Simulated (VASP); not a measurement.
Set up this calculation in VASP 6.6.1, as the native input.

| Property | Result |
| --- | --- |
| Task | single point |
| Functional | r2SCAN |
| Potentials or basis | VASP PAW PBE potentials, release 64 (Sr_sv, B) |
| Cutoff | 520 eV |
| k mesh | 10 × 10 × 10 |
| Occupations | gaussian, width 0.05 eV |
| Spin | no spin polarisation |
| Dipole correction | no |
| Further INCAR settings | ALGO = Normal; EDIFF = 1e-06; NBANDS = 14 |

Crystal: SrB.

```xyz
2
Lattice="0.0000 2.9720 2.9720 2.9720 0.0000 2.9720 2.9720 2.9720 0.0000" Properties=species:S:1:pos:R:3 pbc="T T T"
Sr    2.9720    2.9720    2.9720
B     0.0000    0.0000    0.0000
```

This cell differs from its parent crystal: volume scaled by 0.980.

The input as run:

POSCAR

```
SrB
1.0
    0.0000000000      2.9720245450      2.9720245450
    2.9720245450      0.0000000000      2.9720245450
    2.9720245450      2.9720245450      0.0000000000
Sr B
1 1
Direct
    0.5000000000      0.5000000000      0.5000000000
    0.0000000000      0.0000000000      0.0000000000
```

INCAR.step1

```
SYSTEM = SrB
  PREC = Accurate
  ENCUT = 520
  ISMEAR = 0
  SIGMA = 0.05
  LREAL = .FALSE.
  LASPH = .TRUE.
  NELM = 60
  NBANDS = 14
  GGA = PE
  ALGO = Normal
  EDIFF = 1E-4
  LWAVE = .TRUE.
  LCHARG = .FALSE.
```

INCAR.step2

```
SYSTEM = SrB
  PREC = Accurate
  ENCUT = 520
  EDIFF = 1E-6
  ISMEAR = 0
  SIGMA = 0.05
  LREAL = .FALSE.
  LASPH = .TRUE.
  NELM = 60
  ALGO = Normal
  ISIF = 2
  LWAVE = .FALSE.
  LCHARG = .TRUE.
  METAGGA = R2SCAN
  LMIXTAU = .TRUE.
  LELF = .TRUE.
  LVHAR = .TRUE.
  NBANDS = 14
  ISTART = 1
```

KPOINTS

```
Automatic mesh
0
G
  10 10 10
  0 0 0
```

Potentials or basis: VASP PAW PBE potentials, release 64 (Sr_sv, B).

Command:

```sh
$ cat potpaw_PBE.64/Sr_sv/POTCAR potpaw_PBE.64/B/POTCAR > POTCAR
$ cp INCAR.step1 INCAR
$ mpirun -np 1 vasp_std > vasp.out
$ cp INCAR.step2 INCAR
$ mpirun -np 1 vasp_std > vasp.out
```

Results of the run:

```
Pressure : 0.8 GPa
```

Caveat: the PAW data sets were made with another functional, which shifts forces and pressure a little.

It took 42 s on 1 thread of Intel(R) Xeon(R) 6975P-C (Granite Rapids) (shared host), peak memory 0.2 GiB.
